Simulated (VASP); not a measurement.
# BP in VASP: single point with PBE

Aim: the single point of BP with PBE.

Program: VASP 6.6.1. These are calculated values, not measurements. Logs are shortened: lines on timing, memory, paths and dates and some standing lists are left out, and cuts for length are marked.

**1. The cell of the first run**

The cell holds a wire with vacuum, 4 atoms: a = 10.900 Å, b = 9.300 Å, c = 3.545 Å, α = 90.00°, β = 90.00°, γ = 90.00°.

**2. Single point, PBE, collinear spin, ferromagnetic start**

Contents of INCAR:

```
ALGO = Normal
EDIFF = 1E-7
ENCUT = 520
GGA = PE
ISIF = 2
ISMEAR = 0
ISPIN = 2
LASPH = T
LCHARG = F
LORBIT = 11
LREAL = F
LWAVE = F
MAGMOM = 0.5 0.5 0.5 0.5
NBANDS = 20
NELM = 150
PREC = Accurate
SIGMA = 0.05
```

Contents of KPOINTS:

```
k-points
0
Gamma
  1 1 18
```

Contents of POSCAR:

```
BP
1.0
   10.9000000000      0.0000000000      0.0000000000
    0.0000000000      9.3000000000      0.0000000000
    0.0000000000      0.0000000000      3.5450520307
B P
2 2
Direct
    0.4146260405      0.5000000000      0.0000000000
    0.5853739595      0.5000000000      0.5000000000
    0.4146260405      0.5000000000      0.5000000000
    0.5853739595      0.5000000000      0.0000000000
```

Potentials or basis: VASP PAW PBE potentials, release 64 (B, P).

Launch:

```console
> cat potpaw_PBE.64/B/POTCAR potpaw_PBE.64/P/POTCAR > POTCAR
> mpirun -np 1 vasp_std > vasp.out
```

OUTCAR:

```text
EDIFF = 1E-7
   ENCUT = 520
   GGA = PE
   ISIF = 2
   ISMEAR = 0
   ISPIN = 2
   LASPH = T
   LORBIT = 11
   LREAL = F
   NELM = 150
   PREC = Accurate

 ion  position               nearest neighbor table
   1  0.415  0.500  0.000-   3 1.77   3 1.77   4 1.86
   2  0.585  0.500  0.500-   4 1.77   4 1.77   3 1.86
   3  0.415  0.500  0.500-   1 1.77   1 1.77   2 1.86   4 2.57   4 2.57
   4  0.585  0.500  0.000-   2 1.77   2 1.77   1 1.86   3 2.57   3 2.57

  LATTYP: Found a simple orthorhombic cell.
 ALAT       =     3.5450520307
 B/A-ratio  =     2.6233747543
 C/A-ratio  =     3.0747080454

  Lattice vectors:

 A1 = (   0.0000000000,   0.0000000000,  -3.5450520307)
 A2 = (   0.0000000000,   9.3000000000,   0.0000000000)
 A3 = (  10.9000000000,   0.0000000000,   0.0000000000)

Analysis of symmetry for initial positions (statically):
=====================================================================
 Subroutine PRICEL returns:
 Original cell was already a primitive cell.

 Routine SETGRP: Setting up the symmetry group for a
 simple orthorhombic supercell.

 Subroutine GETGRP returns: Found  8 space group operations
 (whereof  4 operations were pure point group operations)
 out of a pool of  8 trial point group operations.

The static configuration has the point symmetry C_2v.
 The point group associated with its full space group is D_2h.

Analysis of symmetry for dynamics (positions and initial velocities):
=====================================================================
 Subroutine PRICEL returns:
 Original cell was already a primitive cell.

 Routine SETGRP: Setting up the symmetry group for a
 simple orthorhombic supercell.

 Subroutine GETGRP returns: Found  8 space group operations
 (whereof  4 operations were pure point group operations)
 out of a pool of  8 trial point group operations.

The dynamic configuration has the point symmetry C_2v.
 The point group associated with its full space group is D_2h.

Analysis of structural, dynamic, and magnetic symmetry:
=====================================================================
 Subroutine PRICEL returns:
 Original cell was already a primitive cell.

 Routine SETGRP: Setting up the symmetry group for a
 simple orthorhombic supercell.

 Subroutine GETGRP returns: Found  8 space group operations
 (whereof  4 operations were pure point group operations)
 out of a pool of  8 trial point group operations.

The overall configuration has the point symmetry C_2v.
 The point group associated with its full space group is D_2h.

 Subroutine INISYM returns: Found  8 space group operations
 (whereof  4 operations are pure point group operations),
 and found     1 'primitive' translations

----------------------------------------------------------------------------------------

                                     Primitive cell

  volume of cell :     359.3619

  direct lattice vectors                    reciprocal lattice vectors
    10.900000000  0.000000000  0.000000000     0.091743119  0.000000000  0.000000000
     0.000000000  9.300000000  0.000000000     0.000000000  0.107526882  0.000000000
     0.000000000  0.000000000  3.545052031     0.000000000  0.000000000  0.282083307

  length of vectors
    10.900000000  9.300000000  3.545052031     0.091743119  0.107526882  0.282083307

  position of ions in fractional coordinates (direct lattice)
     0.414626041  0.500000000  0.000000000
     0.585373960  0.500000000  0.500000000
     0.414626041  0.500000000  0.500000000
     0.585373960  0.500000000  0.000000000

  ion indices of the primitive-cell ions
   primitive index   ion index
                 1           1
                 2           2
                 3           3
                 4           4

----------------------------------------------------------------------------------------

 KPOINTS: k-points

Automatic generation of k-mesh.
 Grid dimensions read from file:
 generate k-points for:    1    1   18

 Generating k-lattice:

  Cartesian coordinates                     Fractional coordinates (reciprocal lattice)
     0.091743119  0.000000000  0.000000000     1.000000000  0.000000000  0.000000000
     0.000000000  0.107526882  0.000000000     0.000000000  1.000000000  0.000000000
     0.000000000  0.000000000  0.015671295     0.000000000  0.000000000  0.055555556

  Length of vectors
     0.091743119  0.107526882  0.015671295

  Shift w.r.t. Gamma in fractional coordinates (k-lattice)
     0.000000000  0.000000000  0.000000000

 Subroutine IBZKPT returns following result:
 ===========================================

 Found     10 irreducible k-points:

 Following reciprocal coordinates:
            Coordinates               Weight
  0.000000  0.000000  0.000000      1.000000
  0.000000  0.000000  0.055556      2.000000
  0.000000  0.000000  0.111111      2.000000
  0.000000  0.000000  0.166667      2.000000
  0.000000  0.000000  0.222222      2.000000
  0.000000  0.000000  0.277778      2.000000
  0.000000  0.000000  0.333333      2.000000
  0.000000  0.000000  0.388889      2.000000
  0.000000  0.000000  0.444444      2.000000
  0.000000  0.000000  0.500000      1.000000
   k-points           NKPTS =     10   k-points in BZ     NKDIM =     10   number of bands    NBANDS=     20
   number of dos      NEDOS =    301   number of ions     NIONS =      4
   total plane-waves  NPLWV = 164640
   dimension x,y,z NGX =    84 NGY =   70 NGZ =   28
   dimension x,y,z NGXF=   168 NGYF=  140 NGZF=   56
   ions per type =               2   2
   NGX,Y,Z   is equivalent  to a cutoff of  12.81, 12.51, 13.13 a.u.
   NGXF,Y,Z  is equivalent  to a cutoff of  25.62, 25.03, 26.26 a.u.
 SYSTEM =  unknown system
   PREC   = accura    normal or accurate (medium, high low for compatibility)
   ISTART =      0    job   : 0-new  1-cont  2-samecut
   ICHARG =      2    charge: 1-file 2-atom 10-const
   ISPIN  =      2    spin polarized calculation?
   LNONCOLLINEAR =      F non collinear calculations
   LSORBIT =      F    spin-orbit coupling
   LASPH  =      T    aspherical Exc in radial PAW
   ENCUT  =  520.0 eV  38.22 Ry    6.18 a.u.  20.27 17.29  6.59*2*pi/ulx,y,z
   NELM   =    150;   NELMIN=  2; NELMDL= -5     # of ELM steps
   EDIFF  = 0.1E-06   stopping-criterion for ELM
   LREAL  =      F    real-space projection
   EDIFFG = 0.1E-05   stopping-criterion for IOM
   NSW    =      0    number of steps for IOM
   IBRION =     -1    ionic relax: 0-MD 1-quasi-New 2-CG
   NFREE  =      0    steps in history (QN), initial steepest desc. (CG)
   ISIF   =      2    stress and relaxation
   ISYM   =      2    0-nonsym 1-usesym 2-fastsym
   POTIM  = 0.5000    time-step for ionic-motion
   TEBEG  =    0.0;   TEEND  =   0.0 temperature during run
   PSTRESS=    0.0 pullay stress
   NELECT =      16.0000    total number of electrons
   NUPDOWN=      -1.0000    fix difference up-down
   EMIN   =  10.00;   EMAX   =-10.00  energy-range for DOS
   EFERMI =   0.00;   METHOD = LEGACY
   ISMEAR =     0;   SIGMA  =   0.05  broadening in eV -4-tet -1-fermi 0-gaus
   EFERMI_NEDOS =   21; number of points for ismear=-14 and -15
   IALGO  =     38    algorithm
   IMIX   =      4    mixing-type and parameters
     AMIX     =   0.40;   BMIX     =  1.00
     AMIX_MAG =   1.60;   BMIX_MAG =  1.00
  volume/ion in A,a.u.               =      89.84       606.27
  Fermi-wavevector in a.u.,A,eV,Ry     =   0.580235  1.096486  4.580714  0.336673
  Thomas-Fermi vector in A             =   1.624262
   LORBIT       =     11    0 simple, 1 ext, 2 COOP (PROOUT), +10 PAW based schemes
   GGA     = PE    functional components
   LHFCALC =     F    Hartree Fock is set to
   AEXX    =    0.0000 exact exchange contribution
   IVDW    =     0    specifies the selected vdW correction
   LEPSILON=     F    determine dielectric tensor
   LRPA    =     F    only Hartree local field effects (RPA)
 spin polarized calculation
 Gauss-broadening in eV      SIGMA  =   0.05
  energy-cutoff  :      520.00
  volume of cell :      359.36
 maximum number of plane-waves:      9743
 NGX is ok and might be reduce to    84
   NGX = 41   NGY = 35   NGZ = 13

 number of electron      15.9999998 magnetization      -0.0000015

 number of electron      15.9999998 magnetization       0.0000019

 Free energy of the ion-electron system (eV)
  ---------------------------------------------------
  ext. energy  EPLUGINS =         0.00000000
  ---------------------------------------------------
  free energy    TOTEN  =       -19.99377685 eV

  energy without entropy =      -19.99377685  energy(sigma->0) =      -19.99377685

 E-fermi :  -3.1522     XC(G=0):  -2.5472

 val. band max:       -3.4360728482   @ k =   0.0000   0.0000   0.3333
 cond. band min:      -2.7288215336   @ k =   0.0000   0.0000   0.3333
 fundamental gap:      0.7072513146
 Fermi energy:        -3.1522164180

 spin component 1

 k-point     1 :       0.0000    0.0000    0.0000
  band No.  band energies     occupation
      1     -18.2103      1.00000
      2     -13.3560      1.00000
      3     -10.4035      1.00000
      4      -8.2008      1.00000
      5      -7.9395      1.00000
      6      -6.9879      1.00000
[... 206 lines left out ...]
      6      -5.5049      1.00000
[... 12 lines left out ...]
     19       4.9598      0.00000
     20       4.9598      0.00000
 Fermi energy:        -3.1522164180

 spin component 2

 k-point     1 :       0.0000    0.0000    0.0000
  band No.  band energies     occupation
      1     -18.2103      1.00000
      2     -13.3560      1.00000
      3     -10.4035      1.00000
      4      -8.2008      1.00000
      5      -7.9395      1.00000
      6      -6.9879      1.00000
[... 219 lines left out ...]
     19       4.9603      0.00000
     20       4.9603      0.00000

------------------------ aborting loop because EDIFF is reached ----------------------------------------

  FORCE on cell =-STRESS in cart. coord.  units (eV):
  Direction    XX          YY          ZZ          XY          YZ          ZX
  --------------------------------------------------------------------------------------
  -------------------------------------------------------------------------------------
  Total        4.1467683     -0.0028650     15.8804080      0.0000000      0.0000000      0.0000000
  in kB       18.4879300     -0.0127733     70.8011281      0.0000000      0.0000000      0.0000000
  external PRESSURE =      29.7587616 kB  Pullay stress =       0.0000000 kB

 VOLUME and BASIS-vectors are now :
 -----------------------------------------------------------------------------
  energy-cutoff  :      520.00
  volume of cell :      359.36
      direct lattice vectors                 reciprocal lattice vectors
    10.900000000  0.000000000  0.000000000     0.091743119  0.000000000  0.000000000
     0.000000000  9.300000000  0.000000000     0.000000000  0.107526882  0.000000000
     0.000000000  0.000000000  3.545052031     0.000000000  0.000000000  0.282083307

 POSITION                                       TOTAL-FORCE (eV/Angst)
 -----------------------------------------------------------------------------------
      4.51942      4.65000      0.00000        -1.416686      0.000000      0.000000
      6.38058      4.65000      1.77253         1.416686      0.000000      0.000000
      4.51942      4.65000      1.77253        -0.823852      0.000000      0.000000
      6.38058      4.65000      0.00000         0.823852      0.000000      0.000000
 -----------------------------------------------------------------------------------
    total drift:                               -0.000000      0.000000      0.000000

  FREE ENERGIE OF THE ION-ELECTRON SYSTEM (eV)
  ---------------------------------------------------
  free  energy   TOTEN  =       -19.9937768531 eV

  energy  without entropy=      -19.9937768531  energy(sigma->0) =      -19.99377685

 total charge

# of ion       s       p       d       tot
------------------------------------------
    1        0.752   1.265   0.000   2.017
    2        0.752   1.265   0.000   2.017
    3        1.019   1.625   0.000   2.644
    4        1.019   1.625   0.000   2.644
--------------------------------------------------
tot          3.542   5.780   0.000   9.322

 magnetization (x)

# of ion       s       p       d       tot
------------------------------------------
    1        0.000   0.000   0.000   0.000
    2        0.000   0.000   0.000   0.000
    3       -0.000  -0.000   0.000  -0.000
    4       -0.000  -0.000   0.000  -0.000
--------------------------------------------------
tot         -0.000  -0.000   0.000  -0.000
```

Run time: 8.2 min. Hardware: 1 thread of AMD EPYC 7R13, shared host; peak memory 0.56 GiB.

What came out:

* Free energy: -19.9938 eV
* Largest force: 1.417 eV/Å
* Band gap on the k mesh: 0.71 eV, direct
* Net moment: 0.00 μB per cell
* Valence electrons inside the program's atomic spheres: B 2.02; P 2.64

Forces on the atoms (eV/Å):
```
B   -1.417  0.000  0.000
B    1.417  0.000  0.000
P   -0.824  0.000  0.000
P    0.824  0.000  0.000
```

Levels at points of the mesh, in eV from the valence-band top:
Spin up:
| k point | band 4 | band 5 | band 6 | band 7 | band 8 | band 9 | band 10 | band 11 | band 12 | band 13 |
| --- | --- | --- | --- | --- | --- | --- | --- | --- | --- | --- |
| (0.00, 0.00, 0.00) | -4.76 | -4.50 | -3.55 | -2.66 | -0.90 | 3.07 | 3.28 | 3.92 | 4.80 | 4.90 |
| (0.00, 0.00, 0.50) | -7.32 | -2.07 | -2.07 | -1.77 | -1.77 | 1.87 | 1.87 | 4.17 | 4.17 | 6.11 |
Spin down:
```tsv
k point	band 4	band 5	band 6	band 7	band 8	band 9	band 10	band 11	band 12	band 13
(0.00, 0.00, 0.00)	-4.76	-4.50	-3.55	-2.66	-0.90	3.07	3.28	3.92	4.80	4.90
(0.00, 0.00, 0.50)	-7.32	-2.07	-2.07	-1.77	-1.77	1.87	1.87	4.17	4.17	6.11
```
